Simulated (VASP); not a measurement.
A run of VASP 6.6.1:

INCAR

```
SYSTEM = TiO2
PREC = Accurate ; ENCUT = 520
EDIFF = 1E-6 ; ISMEAR = 0
SIGMA = 0.01 ; LREAL = .False.
LASPH = .True. ; NELM = 80
ALGO = Normal ; ISIF = 2
LWAVE = .False. ; LCHARG = .True.
GGA = PS ; LELF = .True.
LVHAR = .True. ; NBANDS = 33
```

File KPOINTS:

```
Automatic mesh
0
Gamma
  6 6 6
  0 0 0
```

File POSCAR:

```
TiO2
1.0
    2.6712058798     -2.6712807098     -0.0199768479
    2.6712058798      2.6712807098     -0.0199768479
   -2.6352899486      0.0000000000      4.8119333815
Ti O
2 4
Direct
    0.1250075032      0.8749924968      0.2500000000
    0.8749924968      0.1250075032      0.7500000000
    0.3322533869      0.0822599343      0.6645088159
    0.6677466131      0.9177400657      0.3354911841
    0.9177400657      0.6677466131      0.8354911841
    0.0822599343      0.3322533869      0.1645088159
```

Potentials or basis: VASP PAW PBE potentials, release 64 (Ti_sv, O).

Command:

```sh
$ cat potpaw_PBE.64/Ti_sv/POTCAR potpaw_PBE.64/O/POTCAR > POTCAR
$ mpirun -np 1 vasp_std > vasp.out
```

Hardware: 1 thread of Intel(R) Xeon(R) Platinum 8488C (Sapphire Rapids), on a shared host.

Question: Estimate the wall time of this run.

Answer: Run time: 2.9 min on 1 thread of Intel(R) Xeon(R) Platinum 8488C (Sapphire Rapids), with other jobs on the host, peak memory 0.25 GiB. Counts: scf iterations 16, k points 68.
